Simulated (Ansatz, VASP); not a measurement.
# Hg in VASP and in Ansatz

File INCAR:

```
PREC = Accurate
ENCUT = 520
EDIFF = 1E-6
ISMEAR = -1
SIGMA = 0.05
LREAL = F
LASPH = T
NELM = 80
ALGO = Normal
ISIF = 2
LWAVE = F
LCHARG = F
GGA = PE
NBANDS = 12
```

File KPOINTS:

```
Automatic mesh
0
Gamma
  12 12 12
```

The input POSCAR:

```
Hg
1.0
    3.0309897186      0.0000000000      0.0000000000
    0.0000000000      3.0309897186      0.0000000000
    0.0000000000      0.0000000000      3.0309897186
Hg
1
Direct
    0.0000000000      0.0000000000      0.0000000000
```

Input for Ansatz:

```yaml
crystal:
  lattice:
    - [3.0309897186, 0.0, 0.0]
    - [0.0, 3.0309897186, 0.0]
    - [0.0, 0.0, 3.0309897186]
  atoms:
    - { symbol: Hg, position: [0.0, 0.0, 0.0] }
kpoints:
  mp_grid: { grid: [12, 12, 12] }
scf:
  occupations: { method: fermi_dirac, width: 0.05 }
hamiltonian:
  xc: pbe
  pseudopotentials: { kind: all_electron, lapw: { basis_error: 0.00025 } }
output:
  forces: true
  stress: true
  eigenvalues: true
```

Change from the starting cell: volume scaled by 0.9405.

Alike in both runs: task single point; functional PBE; k mesh 12 × 12 × 12; occupations fermi-dirac, width 0.05 eV; no spin polarisation.

|  | VASP | Ansatz |
| --- | --- | --- |
| version | VASP 6.6.1 | Ansatz 0.2.0 |
| potentials or method | VASP PAW PBE potentials, release 64 (Hg), cutoff 520 eV | all-electron LAPW, scalar-relativistic |

```csv
,VASP,Ansatz,Ansatz less VASP
pressure (GPa),1.5,1.3,-0.25
```

Ansatz ran all-electron here, and VASP with PAW potentials.

Neither program's run includes spin-orbit coupling.
